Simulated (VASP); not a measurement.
A run of VASP 6.6.1 is set up as follows.

Contents of INCAR:

```
PREC     = Accurate       # precision mode
ENCUT    = 520            # plane-wave cutoff, eV
EDIFF    = 1E-6           # SCF threshold, eV
ISMEAR   = 0              # smearing method
SIGMA    = 0.05           # smearing width, eV
LREAL    = False          # projectors in reciprocal space
LASPH    = True           # aspherical terms in the spheres
NELM     = 80             # most SCF steps
ALGO     = Normal         # electronic algorithm
ISIF     = 2              # what is computed and relaxed
LWAVE    = False          # write WAVECAR
LCHARG   = True           # write CHGCAR
GGA      = PS             # functional
LELF     = True           # ELF
LVHAR    = True         
NBANDS   = 16             # bands
```

Contents of KPOINTS:

```
Automatic mesh
0
Gamma
  10 10 10
```

File POSCAR:

```
NbAs
1.0
    0.0000000000      2.5877010663      2.5877010663
    2.5877010663      0.0000000000      2.5877010663
    2.5877010663      2.5877010663      0.0000000000
Nb As
1 1
Direct
    0.5000000000      0.5000000000      0.5000000000
    0.0000000000      0.0000000000      0.0000000000
```

Potentials or basis: VASP PAW PBE potentials, release 64 (Nb_sv, As).

Run with:

```bash
$ cat potpaw_PBE.64/Nb_sv/POTCAR potpaw_PBE.64/As/POTCAR > POTCAR
$ mpirun -np 1 vasp_std > vasp.out
```

**Question.** Estimate the pressure.

**Answer.** 3.6 GPa.

**Question.** What does it give for the band gap on the k mesh?

**Answer.** Zero (band 9 reaches 10.95 eV, above the bottom of band 10 at 8.95 eV).

Caveat: the PAW data sets were made with another functional, which shifts forces and pressure a little.
